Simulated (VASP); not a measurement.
TaN, 2 atoms in the cell. The structure is orthorhombic, space group Immm (No. 71). Conventional cell: a = 3.036 Å, b = 3.152 Å, c = 4.376 Å, α = 90.00°, β = 90.00°, γ = 90.00°. Ta (site symmetry mmm) has 6 N at 2.19 Å within 2.9 Å. N (site symmetry mmm) has 6 Ta at 2.19 Å within 2.9 Å.  This cell differs from its parent crystal: strain +0.0375 x Voigt [0, 0, 0, 1, 0, 0].

| Item | Value |
| --- | --- |
| Program | VASP 6.6.1 |
| Task | single point |
| Functional | PBEsol |
| Potentials or basis | VASP PAW PBE potentials, release 64 (Ta_pv, N) |
| Cutoff | 520 eV |
| k mesh | 24 × 24 × 24 |
| Occupations | gaussian, width 0.15 eV |
| Spin | no spin polarisation |
| Dipole correction | no |
| Further INCAR settings | ALGO = Normal; EDIFF = 1e-06; NBANDS = 15 |

Potentials or basis: VASP PAW PBE potentials, release 64 (Ta_pv, N).

Command:

```bash
$ cat potpaw_PBE.64/Ta_pv/POTCAR potpaw_PBE.64/N/POTCAR > POTCAR
$ mpirun -np 1 vasp_std > vasp.out
```

Hardware: 1 thread of Oxide Virtual Turin-like Processor (shared host).

How long does it take, and how much memory?

Wall time 7.1 min on 1 thread of Oxide Virtual Turin-like Processor (shared host), peak memory 0.64 GiB. Counts: scf iterations 13, k points 1963.
